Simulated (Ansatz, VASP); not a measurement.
# SrCl2: VASP beside Ansatz

```
CELL_PARAMETERS angstrom
0.00000 3.52061 3.52061
3.52061 0.00000 3.52061
3.52061 3.52061 0.00000
ATOMIC_POSITIONS crystal
Sr 0.00000 0.00000 0.00000
Cl 0.25000 0.25000 0.25000
Cl 0.75000 0.75000 0.75000
```

Alike in both runs: task single point; functional HSE06; k mesh 4 × 4 × 4; occupations gaussian, width 0.05 eV; no spin polarisation.

|  | VASP | Ansatz |
| --- | --- | --- |
| version | VASP 6.6.1 | Ansatz 0.2.0 |
| potentials or method | VASP PAW PBE potentials, release 64 (Sr_sv, Cl), cutoff 520 eV | scalar-relativistic, plane waves, PAW |
| valence electrons in the cell | 24 | 24 |

```tsv
	VASP	Ansatz	Ansatz less VASP
gap on the k mesh at the Fermi level (eV)	6.51	6.51	+0.006
least direct gap on the mesh (eV)	6.82	6.84	+0.011
pressure (GPa)	-0.4	-0.5	-0.05
```

The functional is the same, so the differences come from potentials, cutoffs and numerics. Ansatz's warnings: stress exchange threshold loose, stress scf threshold loose.
